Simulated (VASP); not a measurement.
A run of VASP 6.6.1:

Contents of INCAR:

```
SYSTEM = FeNi
PREC = Accurate
ENCUT = 520
EDIFF = 1E-7
ISMEAR = -1
SIGMA = 0.3
LREAL = .FALSE.
LASPH = .TRUE.
NELM = 150
ALGO = Normal
ISIF = 2
LWAVE = .FALSE.
LCHARG = .FALSE.
ISPIN = 2
MAGMOM = 4.2 -1.8
LORBIT = 11
LMAXMIX = 4
GGA = PS
IVDW = 13
NBANDS = 20
```

File KPOINTS:

```
Automatic mesh
0
G
  8 8 5
  0 0 0
```

File POSCAR:

```
FeNi
1.0
    1.4370160000     -1.9813120000      0.0000000000
    1.4370160000      1.9813120000      0.0000000000
    0.0000000000      0.0000000000      3.9492880000
Fe Ni
1 1
Direct
    0.0000000000      0.0000000000      0.0000000000
    0.5000000000      0.5000000000      0.5000000000
```

Potentials or basis: VASP PAW PBE potentials, release 64 (Fe, Ni).

Command:

```console
$ cat potpaw_PBE.64/Fe/POTCAR potpaw_PBE.64/Ni/POTCAR > POTCAR
$ mpirun -np 1 vasp_std > vasp.out
```

Hardware: 1 thread of Intel(R) Xeon(R) 6975P-C (Granite Rapids), with other jobs on the host.

Q: How long does it take, and how much memory?

A: It took 38 s on 1 thread of Intel(R) Xeon(R) 6975P-C (Granite Rapids), with other jobs on the host, peak memory 0.17 GiB. Counts: scf iterations 18, k points 63.
